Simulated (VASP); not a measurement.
# MnO2 (Fd-3m) in VASP: a series of runs, part 2 of 2

VASP 6.6.1. The steps go on from the part before.

**4. Single point, PBEsol+D3(BJ), collinear spin, ferromagnetic start**

INCAR reads:

```
SYSTEM = MnO2
PREC = Accurate
ENCUT = 520
EDIFF = 1E-7
ISMEAR = -1
SIGMA = 0.05
LREAL = .False.
LASPH = .True.
NELM = 150
ALGO = Normal
ISIF = 2
LWAVE = .False.
LCHARG = .False.
ISPIN = 2
MAGMOM = 4 4 4 4 0 0 0 0 0 0 0 0
LORBIT = 11
LMAXMIX = 4
GGA = PS
IVDW = 12
NBANDS = 66
```

KPOINTS reads:

```
Automatic mesh
0
Gamma
  6 6 6
  0 0 0
```

POSCAR reads:

```
MnO2
1.0
    0.0000000000      4.0199925062      4.0199925062
    4.0199925062      0.0000000000      4.0199925062
    4.0199925062      4.0199925062      0.0000000000
Mn O
4 8
Direct
    0.1250000000      0.1250000000      0.1250000000
    0.1250000000      0.1250000000      0.6250000000
    0.6250000000      0.1250000000      0.1250000000
    0.1250000000      0.6250000000      0.1250000000
    0.3609537633      0.3609537633      0.3609537633
    0.3609537633      0.3609537633      0.9171387100
    0.9171387100      0.3609537633      0.3609537633
    0.3609537633      0.9171387100      0.3609537633
    0.8890462367      0.8890462367      0.3328612900
    0.8890462367      0.8890462367      0.8890462367
    0.8890462367      0.3328612900      0.8890462367
    0.3328612900      0.8890462367      0.8890462367
```

Potentials or basis: VASP PAW PBE potentials, release 64 (Mn_pv, O).

The run is started by

```sh
$ cat potpaw_PBE.64/Mn_pv/POTCAR potpaw_PBE.64/O/POTCAR > POTCAR
$ mpirun -np 1 vasp_std > vasp.out
```

OUTCAR:

```text
SYSTEM = MnO2
   PREC = Accurate
   ENCUT = 520
   EDIFF = 1E-7
   ISMEAR = -1
   LREAL = .False.
   LASPH = .True.
   NELM = 150
   ISIF = 2
   ISPIN = 2
   LORBIT = 11
   GGA = PS
   IVDW = 12
 IVDW          = 12

 ion  position               nearest neighbor table
   1  0.125  0.125  0.125-   6 1.90   7 1.90   8 1.90   9 1.90  11 1.90  12 1.90   2 2.84   3 2.84
                             4 2.84   2 2.84   4 2.84   3 2.84
   2  0.125  0.125  0.625-   5 1.90  10 1.90   8 1.90   7 1.90  11 1.90  12 1.90   1 2.84   1 2.84
                             3 2.84   4 2.84   4 2.84   3 2.84
   3  0.625  0.125  0.125-   5 1.90  10 1.90   8 1.90   9 1.90   6 1.90  11 1.90   1 2.84   2 2.84
                             4 2.84   1 2.84   2 2.84   4 2.84
   4  0.125  0.625  0.125-   5 1.90  10 1.90   7 1.90   9 1.90   6 1.90  12 1.90   1 2.84   2 2.84
                             1 2.84   2 2.84   3 2.84   3 2.84
   5  0.361  0.361  0.361-   2 1.90   3 1.90   4 1.90
   6  0.361  0.361  0.917-   1 1.90   3 1.90   4 1.90
   7  0.917  0.361  0.361-   1 1.90   2 1.90   4 1.90
   8  0.361  0.917  0.361-   1 1.90   2 1.90   3 1.90
   9  0.889  0.889  0.333-   1 1.90   3 1.90   4 1.90
  10  0.889  0.889  0.889-   2 1.90   3 1.90   4 1.90
  11  0.889  0.333  0.889-   1 1.90   2 1.90   3 1.90
  12  0.333  0.889  0.889-   1 1.90   2 1.90   4 1.90
[... 2333 lines left out ...]
      1.00500      1.00500      1.00500         0.000000      0.000000      0.000000
      3.01499      3.01499      1.00500         0.000000      0.000000      0.000000
      1.00500      3.01499      3.01499         0.000000      0.000000      0.000000
      3.01499      1.00500      3.01499         0.000000      0.000000      0.000000
      2.90206      2.90206      2.90206        -0.036302     -0.036302     -0.036302
      5.13792      5.13792      2.90206         0.036302      0.036302     -0.036302
      2.90206      5.13792      5.13792        -0.036302      0.036302      0.036302
      5.13792      2.90206      5.13792         0.036302     -0.036302      0.036302
      4.91206      4.91206      7.14792        -0.036302     -0.036302      0.036302
      7.14792      7.14792      7.14792         0.036302      0.036302      0.036302
      4.91206      7.14792      4.91206        -0.036302      0.036302     -0.036302
      7.14792      4.91206      4.91206         0.036302     -0.036302     -0.036302
 -----------------------------------------------------------------------------------
    total drift:                               -0.000000     -0.000000      0.000000

  FREE ENERGIE OF THE ION-ELECTRON SYSTEM (eV)
  ---------------------------------------------------
  free  energy   TOTEN  =      -101.3933716606 eV

  energy  without entropy=     -101.3923031372  energy(sigma->0) =     -101.39283740

 total charge

# of ion       s       p       d       tot
------------------------------------------
    1        0.361   6.476   4.942  11.779
    2        0.361   6.476   4.942  11.779
    3        0.361   6.476   4.942  11.779
    4        0.361   6.476   4.942  11.779
    5        1.578   3.394   0.000   4.972
    6        1.578   3.394   0.000   4.972
    7        1.578   3.394   0.000   4.972
    8        1.578   3.394   0.000   4.972
    9        1.578   3.394   0.000   4.972
   10        1.578   3.394   0.000   4.972
   11        1.578   3.394   0.000   4.972
   12        1.578   3.394   0.000   4.972
--------------------------------------------------
tot         14.068  53.058  19.768  86.894

 magnetization (x)

# of ion       s       p       d       tot
------------------------------------------
    1        0.029   0.039   2.749   2.818
    2        0.029   0.039   2.749   2.818
    3        0.029   0.039   2.749   2.818
    4        0.029   0.039   2.749   2.818
    5        0.003   0.046   0.000   0.049
    6        0.003   0.046   0.000   0.049
    7        0.003   0.046   0.000   0.049
    8        0.003   0.046   0.000   0.049
    9        0.003   0.046   0.000   0.049
   10        0.003   0.046   0.000   0.049
   11        0.003   0.046   0.000   0.049
   12        0.003   0.046   0.000   0.049
--------------------------------------------------
tot          0.144   0.521  10.998  11.663
```

stdout:

```text
POSCAR found type information on POSCAR MnO
 POSCAR found :  2 types and      12 ions
 scaLAPACK will be used
 -----------------------------------------------------------------------------
|                                                                             |
|                                                                             |
|     You enforced a specific xc type in the INCAR file but a different       |
|     I HOPE YOU KNOW WHAT YOU ARE DOING!                                     |
|                                                                             |
 -----------------------------------------------------------------------------

 LDA part: xc-table for (Slater+PW92), standard interpolation
 POSCAR, INCAR and KPOINTS ok, starting setup
 FFT: planning ... GRIDC
 FFT: planning ... GRID_SOFT
 FFT: planning ... GRID
 WAVECAR not read
 entering main loop
```

Run time: 6.6 min. Hardware: 1 thread of AMD EPYC 7R13 (Zen 3), shared host; peak memory 0.38 GiB.

What came out:

```yaml
Free_energy: -101.3934 eV
Pressure: -2.9 GPa
Largest_force: 0.063 eV/Å
Band_gap_on_the_k_mesh: 0.37 eV (least direct gap 0.52 eV)
Net_moment: 12.00 μB per cell
Site_moments: Mn +2.82; O +0.05 μB
Valence_electrons_inside_the_program's_atomic_spheres: Mn 11.78; O 4.97
Dispersion_energy_per_atom: -0.108 eV
```

Forces on the atoms (eV/Å):
```
Mn   0.000  0.000  0.000
Mn   0.000  0.000  0.000
Mn   0.000  0.000  0.000
Mn   0.000  0.000  0.000
O   -0.036 -0.036 -0.036
O    0.036  0.036 -0.036
O   -0.036  0.036  0.036
O    0.036 -0.036  0.036
O   -0.036 -0.036  0.036
O    0.036  0.036  0.036
O   -0.036  0.036 -0.036
O    0.036 -0.036 -0.036
```

Caveat: three body term missing; the PAW data sets were made with another functional, which shifts forces and pressure a little; only a ferromagnetic start was run, and an antiferromagnetic order may lie lower in energy.

**5. Single point, PBEsol, collinear spin, ferromagnetic start**

INCAR reads:

```
SYSTEM = MnO2
PREC = Accurate
ENCUT = 520
EDIFF = 1E-6
ISMEAR = -1
SIGMA = 0.05
LREAL = .False.
LASPH = .True.
NELM = 150
ALGO = Normal
ISIF = 2
LWAVE = .False.
LCHARG = .False.
ISPIN = 2
MAGMOM = 5 5 5 5 0 0 0 0 0 0 0 0
LORBIT = 11
NUPDOWN = 20.0
LMAXMIX = 4
GGA = PS
NBANDS = 66
```

KPOINTS reads:

```
regular mesh
0
Gamma
  5 5 5
  0 0 0
```

POSCAR is that of step 4.

The run is started by

```sh
$ cat potpaw_PBE.64/Mn_pv/POTCAR potpaw_PBE.64/O/POTCAR > POTCAR
$ mpirun -np 1 vasp_std > vasp.out
```

Run time: 3.6 min. Hardware: 1 thread of Intel Xeon Platinum 8259CL at 2.50GHz (Skylake/Cascade Lake), shared host; peak memory 0.36 GiB.

Results (log left out):

| Quantity | Value |
| --- | --- |
| Free energy | -85.9282 eV |
| Pressure | 32.5 GPa |
| Largest force | 1.260 eV/Å |
| Net moment | 20.00 μB per cell |
| Site moments | Mn +3.56; O +0.55 μB |
| Valence electrons inside the program's atomic spheres | Mn 11.88; O 4.95 |

Forces on the atoms (eV/Å):
```
Mn   0.000  0.000  0.000
Mn   0.000  0.000  0.000
Mn   0.000  0.000  0.000
Mn   0.000  0.000  0.000
O    0.728  0.728  0.728
O   -0.728 -0.728  0.728
O    0.728 -0.728 -0.728
O   -0.728  0.728 -0.728
O    0.728  0.728 -0.728
O   -0.728 -0.728 -0.728
O    0.728 -0.728  0.728
O   -0.728  0.728  0.728
```

Caveat: the cell stands under pressure; the PAW data sets were made with another functional, which shifts forces and pressure a little; the total moment is fixed, so each spin has its own Fermi level; only a ferromagnetic start was run, and an antiferromagnetic order may lie lower in energy.

**6. Single point, PBEsol, collinear spin, ferromagnetic start**

INCAR reads:

```
PREC = Accurate ; ENCUT = 520
EDIFF = 1E-7 ; ISMEAR = -1
SIGMA = 0.05 ; LREAL = False
LASPH = True ; NELM = 150
ALGO = Normal ; ISIF = 2
LWAVE = False ; LCHARG = False
ISPIN = 2 ; MAGMOM = 6 6 6 6 0 0 0 0 0 0 0 0
LORBIT = 11 ; NUPDOWN = 24.0
LMAXMIX = 4 ; GGA = PS
NBANDS = 66
```

KPOINTS reads:

```
regular mesh
0
Gamma
  5 5 5
```

POSCAR is that of step 5.

Potentials or basis: VASP PAW PBE potentials, release 64 (Mn_pv, O).

The run is started by

```sh
$ cat potpaw_PBE.64/Mn_pv/POTCAR potpaw_PBE.64/O/POTCAR > POTCAR
$ mpirun -np 1 vasp_std > vasp.out
```

Wall time 3.7 min (1 thread of Intel Xeon Platinum 8259CL at 2.50GHz (Skylake/Cascade Lake), shared host); peak memory 0.36 GiB.

Results (log left out):

| Property | Result |
| --- | --- |
| Free energy | -76.2570 eV |
| Pressure | 53.6 GPa |
| Largest force | 2.410 eV/Å |
| Net moment | 24.00 μB per cell |
| Site moments | Mn +3.96; O +0.79 μB |
| Valence electrons inside the program's atomic spheres | Mn 11.96; O 4.93 |

Forces in eV/Å, atoms in the order of the input:
```
Mn   0.000  0.000  0.000
Mn   0.000  0.000  0.000
Mn   0.000  0.000  0.000
Mn   0.000  0.000  0.000
O    1.392  1.392  1.392
O   -1.392 -1.392  1.392
O    1.392 -1.392 -1.392
O   -1.392  1.392 -1.392
O    1.392  1.392 -1.392
O   -1.392 -1.392 -1.392
O    1.392 -1.392  1.392
O   -1.392  1.392  1.392
```

Caveat: the cell stands under pressure; the PAW data sets were made with another functional, which shifts forces and pressure a little; the total moment is fixed, so each spin has its own Fermi level; only a ferromagnetic start was run, and an antiferromagnetic order may lie lower in energy.

**7. The runs side by side**

| level | spin | fixed moment (μB) | cell | k mesh | gap on the mesh (eV) | pressure (GPa) | moment (μB) | largest force (eV/Å) |
| --- | --- | --- | --- | --- | --- | --- | --- | --- |
| PBEsol | off | - | a = 5.685 Å, angles 60.0°, 12 atoms | 6 × 6 × 6 | none | -11.3 | - | 0.80 |
| PBEsol+D4 | collinear, ferromagnetic start | - | a = 5.639 Å, angles 60.0°, 12 atoms | 6 × 6 × 6 | 0.28 | 1.0 | 11.99 | 0.09 |
| PBEsol+D3(BJ) | collinear, ferromagnetic start | - | a = 5.685 Å, angles 60.0°, 12 atoms | 6 × 6 × 6 | 0.37 | -2.9 | 12.00 | 0.06 |
| PBEsol | collinear, ferromagnetic start | 20.0 | a = 5.685 Å, angles 60.0°, 12 atoms | 5 × 5 × 5 | - | 32.5 | 20.00 | 1.26 |
| PBEsol | collinear, ferromagnetic start | 24.0 | a = 5.685 Å, angles 60.0°, 12 atoms | 5 × 5 × 5 | - | 53.6 | 24.00 | 2.41 |

Alike in all rows: task single point; potentials or basis VASP PAW PBE potentials, release 64 (Mn_pv, O); cutoff (eV) 520; smearing fermi-dirac 0.05 eV.

The pressure there spans -11.3 GPa (PBEsol) to 53.6 GPa (PBEsol); a positive pressure means that this level wants a larger cell, a negative one a smaller.

Caveats: the PAW data sets were made with another functional, which shifts forces and pressure a little; the cell stands under pressure (at least some runs); the total moment is fixed, so each spin has its own Fermi level (at least some runs); the cell stands under tension (at least some runs); semilocal functionals often make such compounds metallic where correlation or magnetic order opens a gap, which also shifts bond lengths (at least some runs); three body term missing (at least some runs).

Total energies depend on the potentials used, so only differences within one code and one set of settings carry meaning.
